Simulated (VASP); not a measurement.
Here is a VASP 6.6.1 calculation.

Contents of INCAR:

```
SYSTEM = TaN
PREC = Accurate ; ENCUT = 520
EDIFF = 1E-6 ; ISMEAR = -1
SIGMA = 0.05 ; LREAL = .False.
LASPH = .True. ; NELM = 100
ALGO = Normal ; ISIF = 2
LWAVE = .False. ; LCHARG = .False.
GGA = PE ; NBANDS = 15
```

Contents of KPOINTS:

```
Automatic mesh
0
Gamma
  10 10 10
  0 0 0
```

Contents of POSCAR:

```
TaN
1.0
    0.0000000000      2.1661812927      2.1661812927
    2.1661812927      0.0000000000      2.1661812927
    2.1661812927      2.1661812927      0.0000000000
Ta N
1 1
Direct
    0.5000000000      0.5000000000      0.5000000000
    0.0000000000      0.0000000000      0.0000000000
```

Potentials or basis: VASP PAW PBE potentials, release 64 (Ta_pv, N).

Launch:

```console
$ cat potpaw_PBE.64/Ta_pv/POTCAR potpaw_PBE.64/N/POTCAR > POTCAR
$ mpirun -np 1 vasp_std > vasp.out
```

Problem. Predict the band gap on the k mesh.

Solution. Zero (band 8 reaches 12.10 eV, above the bottom of band 9 at 7.83 eV).

Problem. Estimate the pressure.

Solution. 22.7 GPa.

Caveat: spin-orbit coupling is left out, which moves the levels of the heavy elements.
